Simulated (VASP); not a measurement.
Write the native input for VASP 6.6.1 that does the following.

```
Task                   : relaxation of cell and atoms
Functional             : PBE
Dispersion             : D3(BJ)
Potentials or basis    : VASP PAW PBE potentials, release 64 (Te)
Cutoff                 : 600 eV
k mesh                 : 12 × 12 × 8
Occupations            : gaussian, width 0.1 eV
Spin                   : no spin polarisation
Dipole correction      : no
Further INCAR settings : ALGO = Normal; EDIFF = 1e-07; IBRION = 2; EDIFFG = -0.005; NSW = 100; ISIF = 3
```

The structure of Te lies in POSCAR:

```
Te
1.0
    4.3195876489      0.0000000000      0.0000000000
   -2.1597938244      3.7408726378      0.0000000000
    0.0000000000      0.0000000000      5.9664055653
Te
3
Direct
    0.2844574700      0.0000000000      0.3333333333
    0.0000000000      0.2844574700      0.6666666667
    0.7155425300      0.7155425300      0.0000000000
```

One way to write it, as run:

INCAR

```
SYSTEM = Te
PREC     = Accurate       ! precision mode
ENCUT    = 600            ! plane-wave cutoff, eV
EDIFF    = 1E-7           ! SCF threshold, eV
ISMEAR   = 0              ! smearing method
SIGMA    = 0.1            ! smearing width, eV
LREAL    = .False.        ! projectors in reciprocal space
LASPH    = .True.         ! aspherical terms in the spheres
NELM     = 60             ! most SCF steps
ALGO     = Normal         ! electronic algorithm
ISIF     = 3              ! what is computed and relaxed
LWAVE    = .False.        ! write WAVECAR
LCHARG   = .False.        ! write CHGCAR
GGA      = PE             ! functional
IVDW     = 12             ! dispersion correction
IBRION   = 2              ! ionic algorithm
NSW      = 100            ! ionic steps
EDIFFG   = -0.005         ! ionic threshold
```

KPOINTS

```
Automatic mesh
0
Gamma
  12 12 8
  0 0 0
```

Potentials or basis: VASP PAW PBE potentials, release 64 (Te).

The run is started by

```bash
$ cat potpaw_PBE.64/Te/POTCAR > POTCAR
$ mpirun -np 1 vasp_std > vasp.out
```

It gave:

```
Relaxed volume                        : 32.03 Å³/atom
Relaxed cell                          : a = 4.309 Å, b = 4.309 Å, c = 5.975 Å, α = 90.00°, β = 90.00°, γ = 120.00°
Space group after relaxing (to 0.1 Å) : P3_121 (No. 152)
Energy gained by relaxing             : 0.1 meV/atom
Ionic steps                           : 7
Pressure after relaxing               : 0.0 GPa
Band gap on the k mesh                : 0.01 eV
Dispersion energy per atom            : -0.458 eV
```

Caveat: the smearing spreads over this small gap; spin-orbit coupling is left out, which moves the levels of the heavy elements.

Wall time 9 min on 1 thread of Intel(R) Xeon(R) 6975P-C (Granite Rapids), with other jobs on the host, peak memory 0.38 GiB.
